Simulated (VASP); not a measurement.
**Si2P3: single point with PBE**

Crystal: Si2P3.

```xyz
5
Lattice="-2.2154 2.2154 5.9875 2.2154 -2.2154 5.9875 2.2154 2.2154 -5.9875" Properties=species:S:1:pos:R:3 pbc="T T T"
Si    0.0000    0.0000    2.1518
Si    0.0000    0.0000    9.8233
P     0.0000    2.2154    2.9938
P     2.2154    0.0000    2.9938
P     0.0000    0.0000    0.0000
```

* Program: VASP 6.6.1
* Task: single point
* Functional: PBE
* Potentials or basis: VASP PAW PBE potentials, release 64 (Si, P)
* Cutoff: 520 eV
* k mesh: 12 × 12 × 12
* Occupations: gaussian, width 0.1 eV
* Spin: no spin polarisation
* Dipole correction: no
* Further INCAR settings: ALGO = Normal; EDIFF = 1e-06; NBANDS = 20

- Pressure: -0.1 GPa
- Largest force: 0.017 eV/Å

Forces in eV/Å, atoms in the order of the input:
```
Si   0.000  0.000 -0.017
Si   0.000  0.000  0.017
P    0.000  0.000  0.000
P    0.000  0.000  0.000
P    0.000  0.000  0.000
```

Levels at points of the mesh, in eV from the Fermi level:
```tsv
k point	band 10	band 11	band 12	band 13	band 14	band 15
(0.00, 0.00, 0.00)	-1.28	-0.55	0.21	0.21	0.57	3.29
(0.50, 0.00, 0.00)	-2.60	-0.10	0.01	2.51	3.02	3.03
(0.50, 0.50, 0.00)	0.54	0.65	1.05	1.06	3.31	3.87
(0.50, 0.50, 0.50)	-1.73	-0.43	-0.09	-0.09	1.89	3.11
```

Wall time 5.1 min on 1 thread of Intel(R) Xeon(R) 6975P-C (Granite Rapids), on a shared host, peak memory 0.54 GiB.
